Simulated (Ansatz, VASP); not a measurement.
Zr2Sb3Ir in VASP and in Ansatz

```
Sb Ir Zr
1.0
     3.91887    0.00000    0.00000
     0.00000    3.91887    0.00000
     0.00000    0.00000    8.58872
Sb Ir Zr
3 1 2
Cartesian
  1.9594 1.9594 0.0000
  0.0000 1.9594 3.2970
  1.9594 0.0000 5.2917
  0.0000 0.0000 0.0000
  0.0000 1.9594 6.4460
  1.9594 0.0000 2.1427
```

Alike in both runs: functional PBEsol; k mesh 9 × 9 × 4; occupations fermi-dirac, width 0.0912 eV; no spin polarisation.

Ansatz relaxed the structure, and its values are those at the end. VASP's run is a single point on that final structure, the one shown.

|  | VASP | Ansatz |
| --- | --- | --- |
| version | VASP 6.6.1 | Ansatz 0.2.0 |
| potentials or method | VASP PAW PBE potentials, release 64 (Sb, Ir, Zr_sv), cutoff 520 eV | PAW plane waves |
| valence electrons in the cell | 48 | 86 |

|  | VASP | Ansatz | Ansatz less VASP |
| --- | --- | --- | --- |
| pressure (GPa) | -2.1 | -2.2 | -0.16 |

VASP's potentials were made for PBE, not for PBEsol. With one functional, cell and mesh, what is left measures potentials, basis and numerics. VASP's potentials hold 48 valence electrons a cell and Ansatz's 86, so a difference there can come from the potentials and not from the codes. Ansatz's warnings: stress scf threshold loose.

Neither program's run includes spin-orbit coupling.
